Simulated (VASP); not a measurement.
Input of a VASP 6.6.1 run:

The input INCAR:

```
SYSTEM = Al
ALGO = Normal ; EDIFF = 1E-6
ENCUT = 520 ; GGA = PS
ISIF = 2 ; ISMEAR = 0
LASPH = .True. ; LCHARG = .True.
LELF = .True. ; LREAL = Auto
LVHAR = .True. ; LWAVE = .False.
NBANDS = 44 ; NELM = 80
PREC = Accurate ; SIGMA = 0.1
```

File KPOINTS:

```
k-points
0
Gamma
  4 4 4
  0 0 0
```

The input POSCAR:

```
Al
1.0
    6.0233342682      2.0077780894      4.0155561788
   -6.0233342682     -2.0077780894      4.0155561788
    2.0077780894     -6.0233342682     -4.0155561788
Al
19
Direct
    0.0806488032      0.2529332314      0.8335820123
    0.6016990405      0.2002900879      0.8004877175
    0.1001976519      0.6987886547      0.8004877175
    0.2121963589      0.4129260621      0.5923692993
    0.3036968344      0.1043404404      0.4052174911
    0.5501661791      0.8566283839      0.9067945853
    0.6509417086      0.5450490300      0.6959907608
    0.7554840388      0.2468089490      0.5022930100
   -0.0106115811     -0.0158627590      0.0052383279
    0.2440779699      0.7612274524      0.5053054445
    0.3335040379      0.4458820448      0.2793861049
    0.4385291406      0.1524772093      0.0910063722
    0.6794432150      0.8801729182      0.5923692993
    0.8008771530      0.6015207589      0.4052174911
    0.8962028770      0.2957189358      0.1950506892
    0.3993317809      0.7988478450      0.1950508386
    0.5211010647      0.5158498867      1.0052382834
    0.8674534846      0.9565487890      0.3240023404
    0.9583935148      0.6398520866      0.0982456682
```

Potentials or basis: VASP PAW PBE potentials, release 64 (Al).

The run is started by

```sh
$ cat potpaw_PBE.64/Al/POTCAR > POTCAR
$ mpirun -np 1 vasp_std > vasp.out
```

What does it give for the largest force?

0.542 eV/Å.

Predict the pressure.

-0.5 GPa.

Estimate the band gap on the k mesh.

zero (an odd number of electrons rules out a gap without spin polarisation).

Stress tensor (GPa, compression positive):
```
-1.02 -0.48  0.00
-0.48 -1.49  0.00
 0.00  0.00  0.86
```

Caveat: the PAW data sets were made with another functional, which shifts forces and pressure a little.
